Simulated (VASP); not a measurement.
# TiH4 (P6/mmm) in VASP: a series of runs

Runs on TiH4. Level: PBE. Tasks: single point, relaxation of cell and atoms.

Program: VASP 6.6.1. These are calculated values, not measurements. Logs are shortened: lines on timing, memory, paths and dates and some standing lists are left out, and cuts for length are marked.

### Step 1. The cell of the first run

The structure is hexagonal, space group P6/mmm (No. 191). The conventional cell has a = 2.911 Å, b = 2.911 Å, c = 4.419 Å, α = 90.00°, β = 90.00°, γ = 120.00°. Ti (site symmetry 6/mmm) has 2 H at 1.75 Å within 2.3 Å. Within 1.2 Å of H (site symmetry 6mm) lie 1 H at 0.91 Å. H (site symmetry -6m2) has 9 H at 1.68 to 1.74 Å within 2.2 Å.

The cell was generated, and may not be a known phase.

### Step 2. Single point, PBE

Contents of INCAR:

```
PREC = Accurate ; ENCUT = 520
EDIFF = 1E-6 ; ISMEAR = 0
SIGMA = 0.1 ; LREAL = False
LASPH = True ; NELM = 100
ALGO = Normal ; ISIF = 2
LWAVE = False ; LCHARG = False
GGA = PE ; NBANDS = 16
```

Contents of KPOINTS:

```
regular mesh
0
Gamma
  12 12 10
```

Contents of POSCAR:

```
TiH4
1.0
    2.9111940703      0.0000000000      0.0000000000
   -1.4555970351      2.5211680202      0.0000000000
    0.0000000000      0.0000000000      4.4187509289
Ti H
1 4
Direct
    0.0000000000      0.0000000000      0.5000000000
    0.0000000000      0.0000000000      0.8971008446
    0.0000000000      0.0000000000      0.1028991554
    0.3333333333      0.6666666667      0.0000000000
    0.6666666667      0.3333333333      0.0000000000
```

Potentials or basis: VASP PAW PBE potentials, release 64 (Ti_sv, H).

On the command line:

```console
cat potpaw_PBE.64/Ti_sv/POTCAR potpaw_PBE.64/H/POTCAR > POTCAR
mpirun -np 1 vasp_std > vasp.out
```

OUTCAR:

```text
PREC = Accurate
   ENCUT = 520
   EDIFF = 1E-6
   ISMEAR = 0
   LREAL = False
   LASPH = True
   NELM = 100
   ISIF = 2
   GGA = PE

 ion  position               nearest neighbor table
   1  0.000  0.000  0.500-   2 1.75   3 1.75
   2  0.000  0.000  0.897-   1 1.75
   3  0.000  0.000  0.103-   1 1.75
   4  0.333  0.667  0.000-
   5  0.667  0.333  0.000-

  LATTYP: Found a hexagonal cell.
 ALAT       =     2.9111940703
 C/A-ratio  =     1.5178482857

  Lattice vectors:

 A1 = (   2.9111940703,   0.0000000000,   0.0000000000)
 A2 = (  -1.4555970351,   2.5211680202,   0.0000000000)
 A3 = (   0.0000000000,   0.0000000000,   4.4187509289)

Analysis of symmetry for initial positions (statically):
=====================================================================
 Subroutine PRICEL returns:
 Original cell was already a primitive cell.

 Routine SETGRP: Setting up the symmetry group for a
 hexagonal supercell.

 Subroutine GETGRP returns: Found 24 space group operations
 (whereof 24 operations were pure point group operations)
 out of a pool of 24 trial point group operations.

The static configuration has the point symmetry D_6h.

Analysis of symmetry for dynamics (positions and initial velocities):
=====================================================================
 Subroutine PRICEL returns:
 Original cell was already a primitive cell.

 Routine SETGRP: Setting up the symmetry group for a
 hexagonal supercell.

 Subroutine GETGRP returns: Found 24 space group operations
 (whereof 24 operations were pure point group operations)
 out of a pool of 24 trial point group operations.

The dynamic configuration has the point symmetry D_6h.

 Subroutine INISYM returns: Found 24 space group operations
 (whereof 24 operations are pure point group operations),
 and found     1 'primitive' translations

----------------------------------------------------------------------------------------

                                     Primitive cell

  volume of cell :      32.4319

  direct lattice vectors                    reciprocal lattice vectors
     2.911194070  0.000000000  0.000000000     0.343501661  0.198320777  0.000000000
    -1.455597035  2.521168020  0.000000000     0.000000000  0.396641553  0.000000000
     0.000000000  0.000000000  4.418750929     0.000000000  0.000000000  0.226308298

  length of vectors
     2.911194070  2.911194070  4.418750929     0.396641553  0.396641553  0.226308298

  position of ions in fractional coordinates (direct lattice)
     0.000000000  0.000000000  0.500000000
     0.000000000  0.000000000  0.897100845
     0.000000000  0.000000000  0.102899155
     0.333333333  0.666666667  0.000000000
     0.666666667  0.333333333  0.000000000

  ion indices of the primitive-cell ions
   primitive index   ion index
                 1           1
                 2           2
                 3           3
                 4           4
                 5           5

----------------------------------------------------------------------------------------

 KPOINTS: regular mesh

Automatic generation of k-mesh.
 Grid dimensions read from file:
 generate k-points for:   12   12   10

 Generating k-lattice:

  Cartesian coordinates                     Fractional coordinates (reciprocal lattice)
     0.028625138  0.016526731  0.000000000     0.083333333  0.000000000  0.000000000
     0.000000000  0.033053463  0.000000000     0.000000000  0.083333333  0.000000000
     0.000000000  0.000000000  0.022630830     0.000000000  0.000000000  0.100000000

  Length of vectors
     0.033053463  0.033053463  0.022630830

  Shift w.r.t. Gamma in fractional coordinates (k-lattice)
     0.000000000  0.000000000  0.000000000

 Subroutine IBZKPT returns following result:
 ===========================================

 Found    114 irreducible k-points:

 Following reciprocal coordinates:
            Coordinates               Weight
  0.000000  0.000000  0.000000      1.000000
  0.083333  0.000000  0.000000      6.000000
  0.166667  0.000000  0.000000      6.000000
  0.250000  0.000000  0.000000      6.000000
  0.333333  0.000000  0.000000      6.000000
  0.416667  0.000000  0.000000      6.000000
[... 16 lines left out ...]
  0.250000  0.000000  0.100000     12.000000
  0.333333  0.000000  0.100000     12.000000
 [... further k-points ...]
   k-points           NKPTS =    114   k-points in BZ     NKDIM =    114   number of bands    NBANDS=     16
   number of dos      NEDOS =    301   number of ions     NIONS =      5
   total plane-waves  NPLWV =  20736
   dimension x,y,z NGX =    24 NGY =   24 NGZ =   36
   dimension x,y,z NGXF=    48 NGYF=   48 NGZF=   72
   ions per type =               1   4
   NGX,Y,Z   is equivalent  to a cutoff of  13.71, 13.71, 13.54 a.u.
   NGXF,Y,Z  is equivalent  to a cutoff of  27.41, 27.41, 27.09 a.u.
 SYSTEM =  unknown system
   PREC   = accura    normal or accurate (medium, high low for compatibility)
   ISTART =      0    job   : 0-new  1-cont  2-samecut
   ICHARG =      2    charge: 1-file 2-atom 10-const
   ISPIN  =      1    spin polarized calculation?
   LNONCOLLINEAR =      F non collinear calculations
   LSORBIT =      F    spin-orbit coupling
   LASPH  =      T    aspherical Exc in radial PAW
   ENCUT  =  520.0 eV  38.22 Ry    6.18 a.u.   5.41  5.41  8.22*2*pi/ulx,y,z
   NELM   =    100;   NELMIN=  2; NELMDL= -5     # of ELM steps
   EDIFF  = 0.1E-05   stopping-criterion for ELM
   LREAL  =      F    real-space projection
   EDIFFG = 0.1E-04   stopping-criterion for IOM
   NSW    =      0    number of steps for IOM
   IBRION =     -1    ionic relax: 0-MD 1-quasi-New 2-CG
   NFREE  =      0    steps in history (QN), initial steepest desc. (CG)
   ISIF   =      2    stress and relaxation
   ISYM   =      2    0-nonsym 1-usesym 2-fastsym
   POTIM  = 0.5000    time-step for ionic-motion
   TEBEG  =    0.0;   TEEND  =   0.0 temperature during run
   PSTRESS=    0.0 pullay stress
   NELECT =      16.0000    total number of electrons
   NUPDOWN=      -1.0000    fix difference up-down
   EMIN   =  10.00;   EMAX   =-10.00  energy-range for DOS
   EFERMI =   0.00;   METHOD = LEGACY
   ISMEAR =     0;   SIGMA  =   0.10  broadening in eV -4-tet -1-fermi 0-gaus
   EFERMI_NEDOS =   21; number of points for ismear=-14 and -15
   IALGO  =     38    algorithm
   IMIX   =      4    mixing-type and parameters
     AMIX     =   0.40;   BMIX     =  1.00
     AMIX_MAG =   1.60;   BMIX_MAG =  1.00
  volume/ion in A,a.u.               =       6.49        43.77
  Fermi-wavevector in a.u.,A,eV,Ry     =   1.293572  2.444497 22.767023  1.673329
  Thomas-Fermi vector in A             =   2.425209
   LORBIT       =      0    0 simple, 1 ext, 2 COOP (PROOUT), +10 PAW based schemes
   GGA     = PE    functional components
   LHFCALC =     F    Hartree Fock is set to
   AEXX    =    0.0000 exact exchange contribution
   IVDW    =     0    specifies the selected vdW correction
   LEPSILON=     F    determine dielectric tensor
   LRPA    =     F    only Hartree local field effects (RPA)
 non-spin polarized calculation
 Gauss-broadening in eV      SIGMA  =   0.10
  energy-cutoff  :      520.00
  volume of cell :       32.43
 maximum number of plane-waves:       905
 NGX is ok and might be reduce to    24
   NGX = 11   NGY = 11   NGZ = 17

 number of electron      15.9999997 magnetization

 Free energy of the ion-electron system (eV)
  ---------------------------------------------------
  ext. energy  EPLUGINS =         0.00000000
  ---------------------------------------------------
  free energy    TOTEN  =       -16.34651622 eV

  energy without entropy =      -16.33873764  energy(sigma->0) =      -16.34262693

 E-fermi :   5.0724     XC(G=0): -10.7625

 val. band max:        5.0419813141   @ k =   0.4167   0.1667   0.2000
 cond. band min:       5.0866163063   @ k =   0.1667   0.0833   0.2000
 fundamental gap:      0.0446349922
 Fermi energy:         5.0723842770

 k-point     1 :       0.0000    0.0000    0.0000
  band No.  band energies     occupation
      1     -51.7753      2.00000
      2     -28.0581      2.00000
      3     -27.7698      2.00000
      4     -27.7698      2.00000
      5      -7.6126      2.00000
      6       1.9467      2.00000
[... 8 lines left out ...]
     15      18.6148      0.00000
     16      19.8391      0.00000

 k-point     2 :       0.0833    0.0000    0.0000
  band No.  band energies     occupation
      1     -51.7700      2.00000
      2     -28.0530      2.00000
      3     -27.8041      2.00000
      4     -27.7776      2.00000
      5      -7.4657      2.00000
      6       2.0967      2.00000
[... 8 lines left out ...]
     15      18.5892      0.00000
     16      18.7556      0.00000

 k-point     3 :       0.1667    0.0000    0.0000
  band No.  band energies     occupation
      1     -51.7555      2.00000
      2     -28.0390      2.00000
      3     -27.8970      2.00000
      4     -27.7989      2.00000
      5      -7.0301      2.00000
      6       2.4455      2.00000
[... 8 lines left out ...]
     15      17.3373      0.00000
     16      18.4268      0.00000

 k-point     4 :       0.2500    0.0000    0.0000
  band No.  band energies     occupation
      1     -51.7357      2.00000
      2     -28.0224      2.00000
      3     -28.0197      2.00000
      4     -27.8278      2.00000
      5      -6.3249      2.00000
      6       2.5819      2.00000
[... 8 lines left out ...]
     15      16.1381      0.00000
     16      17.9342      0.00000

 k-point     5 :       0.3333    0.0000    0.0000
  band No.  band energies     occupation
      1     -51.7157      2.00000
      2     -28.1460      2.00000
      3     -28.0005      2.00000
      4     -27.8566      2.00000
      5      -5.3962      2.00000
      6       1.7745      2.00000
[... 8 lines left out ...]
     15      15.2080      0.00000
     16      17.0740      0.00000

 k-point     6 :       0.4167    0.0000    0.0000
  band No.  band energies     occupation
      1     -51.7011      2.00000
      2     -28.2354      2.00000
      3     -27.9863      2.00000
      4     -27.8776      2.00000
      5      -4.3841      2.00000
      6       0.4146      2.00000
[... 8 lines left out ...]
     15      14.5889      0.00000
     16      15.9990      0.00000

 k-point     7 :       0.5000    0.0000    0.0000
  band No.  band energies     occupation
      1     -51.6957      2.00000
      2     -28.2679      2.00000
      3     -27.9811      2.00000
      4     -27.8853      2.00000
      5      -3.8196      2.00000
      6      -0.3125      2.00000
[... 8 lines left out ...]
     15      14.3639      0.00000
     16      15.1833      0.00000

 k-point     8 :       0.0833    0.0833    0.0000
  band No.  band energies     occupation
      1     -51.7601      2.00000
      2     -28.0434      2.00000
      3     -27.8659      2.00000
      4     -27.7939      2.00000
      5      -7.1742      2.00000
      6       2.3501      2.00000
[... 8 lines left out ...]
     15      18.4968      0.00000
     16      18.5018      0.00000

 k-point     9 :       0.1667    0.0833    0.0000
  band No.  band energies     occupation
      1     -51.7429      2.00000
      2     -28.0268      2.00000
      3     -27.9705      2.00000
      4     -27.8236      2.00000
      5      -6.6033      2.00000
      6       2.6214      2.00000
[... 8 lines left out ...]
     15      17.4532      0.00000
     16      18.1837      0.00000
[... 172 lines left out ...]
 k-point    19 :       0.3333    0.3333    0.0000
  band No.  band energies     occupation
      1     -51.6857      2.00000
      2     -28.1170      2.00000
      3     -28.1170      2.00000
      4     -27.9715      2.00000
      5      -3.0946      2.00000
      6       1.2928      2.00000
[... 8 lines left out ...]
     15      13.9409      0.00000
     16      16.1308      0.00000

 k-point    20 :       0.0000    0.0000    0.1000
  band No.  band energies     occupation
      1     -51.7752      2.00000
      2     -28.0597      2.00000
      3     -27.7697      2.00000
      4     -27.7697      2.00000
      5      -7.5640      2.00000
      6       1.8444      2.00000
[... 8 lines left out ...]
     15      18.7608      0.00000
     16      19.9517      0.00000

 k-point    21 :       0.0833    0.0000    0.1000
  band No.  band energies     occupation
      1     -51.7700      2.00000
      2     -28.0545      2.00000
      3     -27.8040      2.00000
      4     -27.7776      2.00000
      5      -7.4175      2.00000
      6       2.0077      2.00000
[... 8 lines left out ...]
     15      18.6711      0.00000
     16      18.8395      0.00000

 k-point    22 :       0.1667    0.0000    0.1000
  band No.  band energies     occupation
      1     -51.7555      2.00000
      2     -28.0404      2.00000
      3     -27.8970      2.00000
      4     -27.7989      2.00000
      5      -6.9830      2.00000
      6       2.4098      2.00000
[... 8 lines left out ...]
     15      17.4268      0.00000
     16      18.3949      0.00000

 k-point    23 :       0.2500    0.0000    0.1000
  band No.  band energies     occupation
      1     -51.7356      2.00000
      2     -28.0224      2.00000
      3     -28.0210      2.00000
      4     -27.8278      2.00000
      5      -6.2787      2.00000
      6       2.6268      2.00000
[... 8 lines left out ...]
     15      16.2407      0.00000
     16      17.6985      0.00000

 k-point    24 :       0.3333    0.0000    0.1000
  band No.  band energies     occupation
      1     -51.7157      2.00000
      2     -28.1459      2.00000
      3     -28.0017      2.00000
      4     -27.8566      2.00000
      5      -5.3489      2.00000
      6       1.7772      2.00000
[... 8 lines left out ...]
     15      15.3235      0.00000
     16      16.5556      0.00000

 [... further k-points ...]
[... 5 lines left out ...]
  --------------------------------------------------------------------------------------
  -------------------------------------------------------------------------------------
  Total       -0.0754992     -0.0754992     -0.0249754     -0.0000000      0.0000000      0.0000000
  in kB       -3.7297561     -3.7297561     -1.2338144     -0.0000000      0.0000000      0.0000000
  external PRESSURE =      -2.8977755 kB  Pullay stress =       0.0000000 kB

 VOLUME and BASIS-vectors are now :
 -----------------------------------------------------------------------------
  energy-cutoff  :      520.00
  volume of cell :       32.43
      direct lattice vectors                 reciprocal lattice vectors
     2.911194070  0.000000000  0.000000000     0.343501661  0.198320777  0.000000000
    -1.455597035  2.521168020  0.000000000     0.000000000  0.396641553  0.000000000
     0.000000000  0.000000000  4.418750929     0.000000000  0.000000000  0.226308298

 POSITION                                       TOTAL-FORCE (eV/Angst)
 -----------------------------------------------------------------------------------
      0.00000      0.00000      2.20938         0.000000      0.000000     -0.000000
      0.00000      0.00000      3.96407        -0.000000      0.000000      0.002694
      0.00000      0.00000      0.45469        -0.000000     -0.000000     -0.002694
     -0.00000      1.68078      0.00000         0.000000     -0.000000     -0.000000
      1.45560      0.84039      0.00000         0.000000      0.000000      0.000000
 -----------------------------------------------------------------------------------
    total drift:                                0.000000      0.000000      0.000000

  FREE ENERGIE OF THE ION-ELECTRON SYSTEM (eV)
  ---------------------------------------------------
  free  energy   TOTEN  =       -16.3465162249 eV

  energy  without entropy=      -16.3387376446  energy(sigma->0) =      -16.34262693
```

It took 83 s on 1 thread of Intel Xeon 8259CL, shared host; peak memory 0.19 GiB.

What came out:

```yaml
Free_energy: -16.3465 eV
Pressure: -0.3 GPa
Band_gap_on_the_k_mesh: zero (bands 8 and 9 overlap by 1.64 eV)
```

Forces on the atoms (eV/Å):
```
Ti   0.000  0.000  0.000
H    0.000  0.000  0.003
H    0.000  0.000 -0.003
H    0.000  0.000  0.000
H    0.000  0.000  0.000
```

Stress tensor (GPa, compression positive):
```
-0.37  0.00  0.00
 0.00 -0.37  0.00
 0.00  0.00 -0.12
```

[end of part 1 of 3]

The gap in the log of VASP goes by the Fermi energy; the results here count the filled bands.